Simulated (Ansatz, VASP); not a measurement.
## Sb in VASP and in Ansatz

INCAR

```
PREC = Accurate
ENCUT = 520
EDIFF = 1E-7
ISMEAR = -1
SIGMA = 0.08
LREAL = F
LASPH = T
NELM = 100
ALGO = Normal
ISIF = 2
LWAVE = F
LCHARG = F
GGA = PE
NBANDS = 12
```

KPOINTS

```
regular mesh
0
Gamma
  15 15 15
```

POSCAR

```
Sb
1.0
   -2.2222767226      2.2222767226      1.1951895869
    2.2222767226     -2.2222767226      1.1951895869
    2.2222767226      2.2222767226     -1.1951895869
Sb
2
Direct
   -0.3750000000     -0.1250000000     -0.2500000000
    0.3750000000      0.1250000000      0.2500000000
```

Input for Ansatz:

```yaml
crystal:
  lattice:
    - [-2.2222767226, 2.2222767226, 1.1951895869]
    - [2.2222767226, -2.2222767226, 1.1951895869]
    - [2.2222767226, 2.2222767226, -1.1951895869]
  atoms:
    - { symbol: Sb, position: [-0.375, -0.125, -0.25] }
    - { symbol: Sb, position: [0.375, 0.125, 0.25] }
kpoints:
  mp_grid: { grid: [15, 15, 15] }
  band_path:
    path:
      - [0.0, 0.0, 0.0]
      - [0.0, 0.0, 0.5]
      - [-0.5, 0.5, 0.5]
      - [0.0, 0.0, 0.0]
      - [0.3223131592, 0.3223131592, -0.3223131592]
      - [-0.3223131592, 0.6776868408, 0.3223131592]
      - [-0.5, 0.5, 0.5]
      - [0.0, 0.0, 0.5]
      - [0.25, 0.25, 0.25]
    npoints: 8
scf:
  occupations: { method: fermi_dirac, width: 0.08 }
hamiltonian:
  xc: pbe
  pseudopotentials: { kind: all_electron, lapw: { basis_error: 0.001 } }
output:
  forces: true
  stress: true
  eigenvalues: true
  populations: true
  dos: { projected: true, de: 0.2, e_range: [-14, 8] }
```

Change from the starting cell: volume scaled by 0.4, LAPW.

Alike in both runs: task single point; functional PBE; k mesh 15 × 15 × 15; occupations fermi-dirac, width 0.08 eV; no spin polarisation.

```csv
,VASP,Ansatz
version,VASP 6.6.1,Ansatz 0.2.0
potentials or method,"VASP PAW PBE potentials, release 64 (Sb), cutoff 520 eV","all-electron LAPW, scalar-relativistic"
```

Ansatz gave:

| Quantity | Value |
| --- | --- |
| pressure (GPa) | 395.3 |
| traceless stress, the component that is largest in VASP (GPa) | 0.39 |

Task: Which values does VASP return?

Result: Pressure (GPa): 404.8; traceless stress, the component that is largest in VASP (GPa): 2.78.

Both programs put the cell under a high pressure, so it lies far from rest at this level. Ansatz ran all-electron here, and VASP with PAW potentials.

Neither program's run includes spin-orbit coupling. Noted on VASP's run: the cell as given lies far from equilibrium.
